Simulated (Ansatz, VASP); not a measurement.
**BiTe in VASP and in Ansatz**

INCAR

```
ALGO = Normal
EDIFF = 1E-6
ENCUT = 520
GGA = PS
ISIF = 2
ISMEAR = -1
LASPH = T
LCHARG = T
LELF = T
LREAL = F
LVHAR = T
LWAVE = F
NBANDS = 75
NELM = 80
PREC = Accurate
SIGMA = 0.05
```

Contents of KPOINTS:

```
k-points
0
Gamma
  7 7 2
```

The input POSCAR:

```
BiTe
1.0
    4.4230000000      0.0000000000      0.0000000000
   -2.2115000000      3.8304303609      0.0000000000
    0.0000000000      0.0000000000     24.0020000000
Bi Te
6 6
Direct
    0.3333333333      0.6666666667      0.5425000000
    0.6666666667      0.3333333333      0.4575000000
    0.6666666667      0.3333333333      0.7092000000
    0.3333333333      0.6666666667      0.2908000000
    0.0000000000      0.0000000000      0.8758000000
    0.0000000000      0.0000000000      0.1242000000
    0.0000000000      0.0000000000      0.6313000000
    0.0000000000      0.0000000000      0.3687000000
    0.3333333333      0.6666666667      0.7851000000
    0.6666666667      0.3333333333      0.2149000000
    0.6666666667      0.3333333333      0.9448000000
    0.3333333333      0.6666666667      0.0552000000
```

File input.yaml:

```yaml
crystal:
  lattice:
    - [4.423, 0.0, 0.0]
    - [-2.2115, 3.8304303609, 0.0]
    - [0.0, 0.0, 24.002]
  atoms:
    - { symbol: Bi, position: [0.3333333333, 0.6666666667, 0.5425] }
    - { symbol: Bi, position: [0.6666666667, 0.3333333333, 0.4575] }
    - { symbol: Bi, position: [0.6666666667, 0.3333333333, 0.7092] }
    - { symbol: Bi, position: [0.3333333333, 0.6666666667, 0.2908] }
    - { symbol: Bi, position: [0.0, 0.0, 0.8758] }
    - { symbol: Bi, position: [0.0, 0.0, 0.1242] }
    - { symbol: Te, position: [0.0, 0.0, 0.6313] }
    - { symbol: Te, position: [0.0, 0.0, 0.3687] }
    - { symbol: Te, position: [0.3333333333, 0.6666666667, 0.7851] }
    - { symbol: Te, position: [0.6666666667, 0.3333333333, 0.2149] }
    - { symbol: Te, position: [0.6666666667, 0.3333333333, 0.9448] }
    - { symbol: Te, position: [0.3333333333, 0.6666666667, 0.0552] }
kpoints:
  mp_grid: { grid: [7, 7, 2] }
  band_path:
    path:
      - [0.0, 0.0, 0.0]
      - [0.5, 0.0, 0.0]
      - [0.3333333333, 0.3333333333, 0.0]
      - [0.0, 0.0, 0.0]
      - [0.0, 0.0, 0.5]
      - [0.5, 0.0, 0.5]
      - [0.3333333333, 0.3333333333, 0.5]
      - [0.0, 0.0, 0.5]
    npoints: 8
scf:
  occupations: { method: fermi_dirac, width: 0.05 }
hamiltonian:
  xc: pbesol
  pseudopotentials: { kind: all_electron, lapw: { basis_error: 0.002 } }
output:
  forces: true
  stress: true
  eigenvalues: true
```

Alike in both runs: functional PBEsol; k mesh 7 × 7 × 2; occupations fermi-dirac, width 0.05 eV; no spin polarisation.

```csv
,VASP,Ansatz
version,VASP 6.6.1,Ansatz 0.2.0
potentials or method,"VASP PAW PBE potentials, release 64 (Bi_d, Te), cutoff 520 eV","all-electron LAPW, scalar-relativistic"
task,single point,band structure
```

|  | VASP | Ansatz | Ansatz less VASP |
| --- | --- | --- | --- |
| gap on the k mesh at the Fermi level (eV) | none | none | - |
| pressure (GPa) | -0.8 | -0.8 | +0.03 |
| traceless stress, the component that is largest in VASP (GPa) | -0.56 | -0.56 | +0.001 |
| rms of the force components (eV/Å) | 0.436 | 0.435 | -0.0001 |

VASP's potentials were made for PBE, not for PBEsol. Atom by atom the forces differ by 0.005 eV/Å (rms over components). A gap of «none» marks a metal or a gap that the smearing closes. Ansatz ran all-electron here, and VASP with PAW potentials.

Spin-orbit coupling is off throughout.
